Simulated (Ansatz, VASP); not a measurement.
## One calculation of Ti, two programs

INCAR

```
SYSTEM = Ti
PREC = Accurate
ENCUT = 520
EDIFF = 1E-7
ISMEAR = 0
SIGMA = 0.15
LREAL = .False.
LASPH = .True.
NELM = 100
ALGO = Fast
ISIF = 2
LWAVE = .False.
LCHARG = .True.
GGA = PS
LELF = .True.
LVHAR = .True.
NBANDS = 19
```

Contents of KPOINTS:

```
regular mesh
0
Gamma
  18 18 10
  0 0 0
```

Contents of POSCAR:

```
Ti
1.0
    2.8319979460      0.0000000000      0.0000000000
   -1.4159989730      2.4525821647      0.0000000000
    0.0000000000      0.0000000000      4.4985600000
Ti
2
Direct
    0.3333333333      0.6666666667      0.2500000000
    0.6666666667      0.3333333333      0.7500000000
```

Input for Ansatz:

```yaml
crystal:
  lattice:
    - [2.831997946, 0.0, 0.0]
    - [-1.415998973, 2.4525821647, 0.0]
    - [0.0, 0.0, 4.49856]
  atoms:
    - { symbol: Ti, position: [0.3333333333, 0.6666666667, 0.25] }
    - { symbol: Ti, position: [0.6666666667, 0.3333333333, 0.75] }
basis:
  ecutwfc: 420
kpoints:
  mp_grid: { grid: [18, 18, 10] }
hamiltonian:
  xc: pbesol
scf:
  occupations: { method: gaussian, width: 0.15 }
output:
  forces: true
  stress: true
  eigenvalues: true
```

Change from the starting cell: strain -0.040 along x and y, -0.040 along z, atoms carried along.

Alike in both runs: task single point; functional PBEsol; k mesh 18 × 18 × 10; occupations gaussian, width 0.15 eV; no spin polarisation.

|  | VASP | Ansatz |
| --- | --- | --- |
| version | VASP 6.6.1 | Ansatz 0.2.0 |
| potentials or method | VASP PAW PBE potentials, release 64 (Ti_sv), cutoff 520 eV | scalar-relativistic, plane waves, PAW |
| valence electrons in the cell | 24 | 24 |

|  | VASP | Ansatz | Ansatz less VASP |
| --- | --- | --- | --- |
| gap on the k mesh at the Fermi level (eV) | none | none | - |
| pressure (GPa) | 8.7 | 9.2 | +0.51 |
| traceless stress, the component that is largest in VASP (GPa) | -0.13 | -0.14 | -0.008 |

VASP's potentials were made for PBE, not for PBEsol. A gap of «none» marks a metal or a gap that the smearing closes.
